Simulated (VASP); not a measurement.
# W (I4/mmm) in VASP: a series of runs

The runs below take W through single point, with PBEsol.

Program: VASP 6.6.1. These are calculated values, not measurements. Logs are shortened: lines on timing, memory, paths and dates and some standing lists are left out, and cuts for length are marked.

## (1) The cell of the first run

The structure is tetragonal, space group I4/mmm (No. 139). Conventional cell: a = 3.281 Å, b = 3.281 Å, c = 3.009 Å, α = 90.00°, β = 90.00°, γ = 90.00°. Within 3.6 Å of W (site symmetry 4/mmm) lie 14 W at 2.76 to 3.28 Å.

## (2) Single point, PBEsol

INCAR reads:

```
SYSTEM = W
PREC     = Accurate       ! precision mode
ENCUT    = 520            ! plane-wave cutoff, eV
EDIFF    = 1E-6           ! SCF threshold, eV
ISMEAR   = 0              ! smearing method
SIGMA    = 0.1            ! smearing width, eV
LREAL    = .False.        ! projectors in reciprocal space
LASPH    = .True.         ! aspherical terms in the spheres
NELM     = 60             ! most SCF steps
ALGO     = Normal         ! electronic algorithm
ISIF     = 2              ! what is computed and relaxed
LWAVE    = .False.        ! write WAVECAR
LCHARG   = .False.        ! write CHGCAR
GGA      = PS             ! functional
NBANDS   = 13             ! bands
```

KPOINTS reads:

```
regular mesh
0
Gamma
  11 11 22
  0 0 0
```

POSCAR reads:

```
W
1.0
    3.2805195245      0.0000000000      0.0000000000
    0.0000000000      3.2805195245      0.0000000000
    1.6402597622     -1.6402597622      1.5046784531
W
1
Direct
    0.0000000000      0.0000000000      0.0000000000
```

Potentials or basis: VASP PAW PBE potentials, release 64 (W_sv).

Run with:

```bash
$ cat potpaw_PBE.64/W_sv/POTCAR > POTCAR
$ mpirun -np 1 vasp_std > vasp.out
```

OUTCAR:

```text
SYSTEM = W
   PREC = Accurate
   ENCUT = 520
   EDIFF = 1E-6
   ISMEAR = 0
   LREAL = .False.
   LASPH = .True.
   NELM = 60
   ISIF = 2
   GGA = PS

 ion  position               nearest neighbor table
   1  0.000  0.000  0.000-

  LATTYP: Found a body centered tetragonal cell.
 ALAT       =     3.2805195245
 C/A-ratio  =     0.9173415624

  Lattice vectors:

 A1 = (   1.6402597623,  -1.6402597623,  -1.5046784531)
 A2 = (  -1.6402597622,   1.6402597622,  -1.5046784531)
 A3 = (   1.6402597622,   1.6402597623,   1.5046784531)

Analysis of symmetry for initial positions (statically):
=====================================================================
 Subroutine PRICEL returns:
 Original cell was already a primitive cell.

 Routine SETGRP: Setting up the symmetry group for a
 body centered tetragonal supercell.

 Subroutine GETGRP returns: Found 16 space group operations
 (whereof 16 operations were pure point group operations)
 out of a pool of 16 trial point group operations.

The static configuration has the point symmetry D_4h.

Analysis of symmetry for dynamics (positions and initial velocities):
=====================================================================
 Subroutine PRICEL returns:
 Original cell was already a primitive cell.

 Routine SETGRP: Setting up the symmetry group for a
 body centered tetragonal supercell.

 Subroutine GETGRP returns: Found 16 space group operations
 (whereof 16 operations were pure point group operations)
 out of a pool of 16 trial point group operations.

The dynamic configuration has the point symmetry D_4h.

 Subroutine INISYM returns: Found 16 space group operations
 (whereof 16 operations are pure point group operations),
 and found     1 'primitive' translations

----------------------------------------------------------------------------------------

                                     Primitive cell

  volume of cell :      16.1931

  direct lattice vectors                    reciprocal lattice vectors
     3.280519524  0.000000000  0.000000000     0.304829766  0.000000000 -0.332296910
     0.000000000  3.280519524  0.000000000     0.000000000  0.304829766  0.332296910
     1.640259762 -1.640259762  1.504678453     0.000000000  0.000000000  0.664593819

  length of vectors
     3.280519524  3.280519524  2.764952336     0.450935054  0.450935054  0.664593819

  position of ions in fractional coordinates (direct lattice)
     0.000000000  0.000000000  0.000000000

  ion indices of the primitive-cell ions
   primitive index   ion index
                 1           1

----------------------------------------------------------------------------------------

 KPOINTS: regular mesh

Automatic generation of k-mesh.
 Grid dimensions read from file:
 generate k-points for:   11   11   22

 Generating k-lattice:

  Cartesian coordinates                     Fractional coordinates (reciprocal lattice)
     0.027711797  0.000000000 -0.030208810     0.090909091  0.000000000  0.000000000
     0.000000000  0.027711797  0.030208810     0.000000000  0.090909091 -0.000000000
     0.000000000  0.000000000  0.030208810     0.000000000  0.000000000  0.045454545

  Length of vectors
     0.040994096  0.040994096  0.030208810

  Shift w.r.t. Gamma in fractional coordinates (k-lattice)
     0.000000000  0.000000000  0.000000000

 Subroutine IBZKPT returns following result:
 ===========================================

 Found    252 irreducible k-points:

 Following reciprocal coordinates:
            Coordinates               Weight
  0.000000  0.000000  0.000000      1.000000
  0.090909  0.000000 -0.000000      8.000000
  0.181818  0.000000 -0.000000      8.000000
  0.272727  0.000000 -0.000000      8.000000
  0.363636  0.000000 -0.000000      8.000000
  0.454545  0.000000 -0.000000      8.000000
[... 16 lines left out ...]
 -0.272727  0.181818  0.000000     16.000000
 -0.181818  0.181818  0.000000      8.000000
 [... further k-points ...]
   k-points           NKPTS =    252   k-points in BZ     NKDIM =    252   number of bands    NBANDS=     13
   number of dos      NEDOS =    301   number of ions     NIONS =      1
   total plane-waves  NPLWV =  13824
   dimension x,y,z NGX =    24 NGY =   24 NGZ =   24
   dimension x,y,z NGXF=    48 NGYF=   48 NGZF=   48
   ions per type =               1
   NGX,Y,Z   is equivalent  to a cutoff of  12.16, 12.16, 14.43 a.u.
   NGXF,Y,Z  is equivalent  to a cutoff of  24.32, 24.32, 28.86 a.u.
 SYSTEM =  W
   PREC   = accura    normal or accurate (medium, high low for compatibility)
   ISTART =      0    job   : 0-new  1-cont  2-samecut
   ICHARG =      2    charge: 1-file 2-atom 10-const
   ISPIN  =      1    spin polarized calculation?
   LNONCOLLINEAR =      F non collinear calculations
   LSORBIT =      F    spin-orbit coupling
   LASPH  =      T    aspherical Exc in radial PAW
   ENCUT  =  520.0 eV  38.22 Ry    6.18 a.u.   6.10  6.10  5.14*2*pi/ulx,y,z
   NELM   =     60;   NELMIN=  2; NELMDL= -5     # of ELM steps
   EDIFF  = 0.1E-05   stopping-criterion for ELM
   LREAL  =      F    real-space projection
   EDIFFG = 0.1E-04   stopping-criterion for IOM
   NSW    =      0    number of steps for IOM
   IBRION =     -1    ionic relax: 0-MD 1-quasi-New 2-CG
   NFREE  =      0    steps in history (QN), initial steepest desc. (CG)
   ISIF   =      2    stress and relaxation
   ISYM   =      2    0-nonsym 1-usesym 2-fastsym
   POTIM  = 0.5000    time-step for ionic-motion
   TEBEG  =    0.0;   TEEND  =   0.0 temperature during run
   PSTRESS=    0.0 pullay stress
   NELECT =      14.0000    total number of electrons
   NUPDOWN=      -1.0000    fix difference up-down
   EMIN   =  10.00;   EMAX   =-10.00  energy-range for DOS
   EFERMI =   0.00;   METHOD = LEGACY
   ISMEAR =     0;   SIGMA  =   0.10  broadening in eV -4-tet -1-fermi 0-gaus
   EFERMI_NEDOS =   21; number of points for ismear=-14 and -15
   IALGO  =     38    algorithm
   IMIX   =      4    mixing-type and parameters
     AMIX     =   0.40;   BMIX     =  1.00
     AMIX_MAG =   1.60;   BMIX_MAG =  1.00
  volume/ion in A,a.u.               =      16.19       109.28
  Fermi-wavevector in a.u.,A,eV,Ry     =   1.559581  2.947180 33.093342  2.432292
  Thomas-Fermi vector in A             =   2.662918
   LORBIT       =      0    0 simple, 1 ext, 2 COOP (PROOUT), +10 PAW based schemes
   GGA     = PS    functional components
   LHFCALC =     F    Hartree Fock is set to
   AEXX    =    0.0000 exact exchange contribution
   IVDW    =     0    specifies the selected vdW correction
   LEPSILON=     F    determine dielectric tensor
   LRPA    =     F    only Hartree local field effects (RPA)
 non-spin polarized calculation
 Gauss-broadening in eV      SIGMA  =   0.10
  energy-cutoff  :      520.00
  volume of cell :       16.19
 maximum number of plane-waves:       458
   NGX = 13   NGY = 13   NGZ = 11

 number of electron      14.0000000 magnetization

 Free energy of the ion-electron system (eV)
  ---------------------------------------------------
  ext. energy  EPLUGINS =         0.00000000
  ---------------------------------------------------
  free energy    TOTEN  =       -13.71523112 eV

  energy without entropy =      -13.71294732  energy(sigma->0) =      -13.71408922

 E-fermi :  10.9588     XC(G=0): -13.6383

 val. band max:       10.9436121416   @ k =  -0.4545   0.1818   0.1818
 cond. band min:      10.9766358506   @ k =   0.2727   0.0000   0.1364
 fundamental gap:      0.0330237090
 Fermi energy:        10.9587836659

 k-point     1 :       0.0000    0.0000    0.0000
  band No.  band energies     occupation
      1     -63.1958      2.00000
      2     -26.8032      2.00000
      3     -26.8032      2.00000
      4     -26.7468      2.00000
      5       1.4362      2.00000
      6       9.0684      2.00000
      7      10.2436      2.00000
      8      10.2436      2.00000
      9      12.2920      0.00000
     10      13.8530      0.00000
     11      24.9820      0.00000
     12      24.9820      0.00000
     13      26.7010      0.00000

 k-point     2 :       0.0909    0.0000   -0.0000
  band No.  band energies     occupation
      1     -63.1857      2.00000
      2     -26.8828      2.00000
      3     -26.8368      2.00000
      4     -26.7750      2.00000
      5       1.8364      2.00000
      6       9.0988      2.00000
      7      10.1184      2.00000
      8      10.3252      2.00000
      9      12.3145      0.00000
     10      13.5611      0.00000
     11      25.6452      0.00000
     12      25.6918      0.00000
     13      27.1557      0.00000

 k-point     3 :       0.1818    0.0000   -0.0000
  band No.  band energies     occupation
      1     -63.1587      2.00000
      2     -27.1475      2.00000
      3     -26.9259      2.00000
      4     -26.7924      2.00000
      5       2.9132      2.00000
      6       8.7150      2.00000
      7       9.6369      2.00000
      8      11.1697      0.00285
      9      12.5667      0.00000
     10      13.2003      0.00000
     11      26.3217      0.00000
     12      27.6485      0.00000
     13      28.0898      0.00000

 k-point     4 :       0.2727    0.0000   -0.0000
  band No.  band energies     occupation
      1     -63.1232      2.00000
      2     -27.4865      2.00000
      3     -27.0406      2.00000
      4     -26.8090      2.00000
      5       4.1944      2.00000
      6       8.0627      2.00000
      7       9.2697      2.00000
      8      12.8176      0.00000
      9      13.0037      0.00000
     10      13.3375      0.00000
     11      25.0654      0.00000
     12      27.6716      0.00000
     13      30.4949      0.00000

 k-point     5 :       0.3636    0.0000   -0.0000
  band No.  band energies     occupation
      1     -63.0905      2.00000
      2     -27.7860      2.00000
      3     -27.1439      2.00000
      4     -26.8236      2.00000
      5       4.8336      2.00000
      6       7.5056      2.00000
      7      10.0455      2.00000
      8      13.1334      0.00000
      9      14.1146      0.00000
     10      14.8764      0.00000
     11      23.2733      0.00000
     12      24.9122      0.00000
     13      29.8183      0.00000
[... 257 lines left out ...]
 k-point    22 :      -0.3636    0.1818    0.0000
  band No.  band energies     occupation
      1     -63.0627      2.00000
      2     -27.8597      2.00000
      3     -27.3205      2.00000
      4     -26.9359      2.00000
      5       5.7753      2.00000
      6       7.5032      2.00000
      7       9.8889      2.00000
      8      12.8402      0.00000
      9      15.0442      0.00000
     10      18.3785      0.00000
     11      20.6393      0.00000
     12      23.7898      0.00000
     13      26.5645      0.00000

 k-point    23 :      -0.2727    0.1818    0.0000
  band No.  band energies     occupation
      1     -63.0776      2.00000
      2     -27.7792      2.00000
      3     -27.2127      2.00000
      4     -26.9369      2.00000
      5       5.7153      2.00000
      6       7.7162      2.00000
      7       8.9588      2.00000
      8      12.5056      0.00000
      9      14.9981      0.00000
     10      16.3054      0.00000
     11      22.9339      0.00000
     12      24.9720      0.00000
     13      27.2705      0.00000

 k-point    24 :      -0.1818    0.1818    0.0000
  band No.  band energies     occupation
      1     -63.1044      2.00000
      2     -27.6041      2.00000
      3     -27.0664      2.00000
      4     -26.9142      2.00000
      5       5.0521      2.00000
      6       8.2871      2.00000
      7       8.3201      2.00000
      8      12.3237      0.00000
      9      13.9920      0.00000
     10      14.4470      0.00000
     11      25.8377      0.00000
     12      26.4558      0.00000
     13      28.7472      0.00000

 [... further k-points ...]
[... 5 lines left out ...]
  --------------------------------------------------------------------------------------
  -------------------------------------------------------------------------------------
  Total       -1.6971859     -1.6971859      0.9780622      0.0000000      0.0000000     -0.0000000
  in kB     -167.9233355   -167.9233355     96.7716437      0.0000000      0.0000000     -0.0000000
  external PRESSURE =     -79.6916758 kB  Pullay stress =       0.0000000 kB

 VOLUME and BASIS-vectors are now :
 -----------------------------------------------------------------------------
  energy-cutoff  :      520.00
  volume of cell :       16.19
      direct lattice vectors                 reciprocal lattice vectors
     3.280519524  0.000000000  0.000000000     0.304829766  0.000000000 -0.332296910
     0.000000000  3.280519524  0.000000000     0.000000000  0.304829766  0.332296910
     1.640259762 -1.640259762  1.504678453     0.000000000  0.000000000  0.664593819

 POSITION                                       TOTAL-FORCE (eV/Angst)
 -----------------------------------------------------------------------------------
      0.00000      0.00000      0.00000        -0.000000      0.000000      0.000000
 -----------------------------------------------------------------------------------
    total drift:                                0.000000     -0.000000      0.000000

  FREE ENERGIE OF THE ION-ELECTRON SYSTEM (eV)
  ---------------------------------------------------
  free  energy   TOTEN  =       -13.7152311217 eV

  energy  without entropy=      -13.7129473240  energy(sigma->0) =      -13.71408922
```

It took 20 s on 1 thread of Intel Xeon Platinum 8488C (Sapphire Rapids), shared host; peak memory 0.18 GiB.

What came out:

```
Free energy            : -13.7152 eV
Pressure               : -8.0 GPa
Band gap on the k mesh : zero (band 7 reaches 15.91 eV, above the bottom of band 8 at 9.81 eV)
```

Stress tensor (GPa, compression positive):
```
-16.79   0.00   0.00
  0.00 -16.79   0.00
  0.00   0.00   9.68
```

Caveat: the PAW data sets were made with another functional, which shifts forces and pressure a little; spin-orbit coupling is left out, which moves the levels of the heavy elements.

## (3) Single point, PBEsol

This run uses another cell than the first one, of 16.47 Å³/atom, 1.017 times its volume.

INCAR reads:

```
PREC = Accurate
ENCUT = 520
EDIFF = 1E-7
ISMEAR = 0
SIGMA = 0.1
LREAL = F
LASPH = T
NELM = 80
ALGO = Normal
ISIF = 2
LWAVE = F
LCHARG = F
GGA = PS
NBANDS = 13
```

KPOINTS reads:

```
regular mesh
0
Gamma
  11 11 22
```

POSCAR reads:

```
W
1.0
    3.2805195245      0.0000000000      0.0000000001
    0.0000000000      3.2805195245     -0.0000000001
    1.6402597622     -1.6402597622      1.5303159383
W
1
Direct
    0.0000000000      0.0000000000      0.0000000000
```

Potentials or basis: VASP PAW PBE potentials, release 64 (W_sv).

Run with:

```bash
$ cat potpaw_PBE.64/W_sv/POTCAR > POTCAR
$ mpirun -np 1 vasp_std > vasp.out
```

It took 23 s on 1 thread of Intel Xeon Platinum 8488C (Sapphire Rapids), shared host; peak memory 0.18 GiB.

Results (log left out):

```
Free energy            : -13.7240 eV
Pressure               : -13.1 GPa
Band gap on the k mesh : zero (band 7 reaches 15.56 eV, above the bottom of band 8 at 9.67 eV)
```

Stress tensor (GPa, compression positive):
```
-19.93   0.00   0.00
  0.00 -19.93   0.00
  0.00   0.00   0.44
```

Levels at points of the mesh, in eV from the Fermi level:
| k point | band 5 | band 6 | band 7 | band 8 | band 9 | band 10 |
| --- | --- | --- | --- | --- | --- | --- |
| (0.00, 0.00, 0.00) | -9.44 | -1.73 | -0.81 | -0.81 | 1.48 | 2.70 |
| (0.00, 0.00, 0.50) | -5.63 | -5.46 | 4.83 | 4.83 | 5.11 | 7.34 |

Caveat: the PAW data sets were made with another functional, which shifts forces and pressure a little; spin-orbit coupling is left out, which moves the levels of the heavy elements.

## (4) Single point, PBEsol

This run uses another cell than the first one, of 16.47 Å³/atom, 1.017 times its volume.

INCAR reads:

```
SYSTEM = W
ALGO = Normal
EDIFF = 1E-6
ENCUT = 520
GGA = PS
ISIF = 2
ISMEAR = 0
LASPH = .True.
LCHARG = .True.
LELF = .True.
LREAL = .False.
LVHAR = .True.
LWAVE = .False.
NBANDS = 13
NELM = 60
PREC = Accurate
SIGMA = 0.1
```

KPOINTS reads:

```
k-points
0
Gamma
  11 11 22
  0 0 0
```

POSCAR is that of step 3.

Run with:

```bash
$ cat potpaw_PBE.64/W_sv/POTCAR > POTCAR
$ mpirun -np 1 vasp_std > vasp.out
```

It took 22 s on 1 thread of Intel Xeon Platinum 8488C (Sapphire Rapids), shared host; peak memory 0.18 GiB.

It converged, with:

* Free energy: -13.7240 eV
* Pressure: -13.1 GPa
* Band gap on the k mesh: zero (band 7 reaches 15.56 eV, above the bottom of band 8 at 9.67 eV)

Stress tensor (GPa, compression positive):
```
-19.93   0.00   0.00
  0.00 -19.93   0.00
  0.00   0.00   0.43
```

Levels at points of the mesh, in eV from the Fermi level:
```tsv
k point	band 4	band 5	band 6	band 7	band 8	band 9	band 10	band 11
(0.00, 0.00, 0.00)	-37.77	-9.44	-1.73	-0.81	-0.81	1.48	2.70	14.06
(0.00, 0.00, 0.50)	-38.47	-5.63	-5.46	4.83	4.83	5.11	7.34	7.34
```

Caveat: the PAW data sets were made with another functional, which shifts forces and pressure a little; spin-orbit coupling is left out, which moves the levels of the heavy elements.
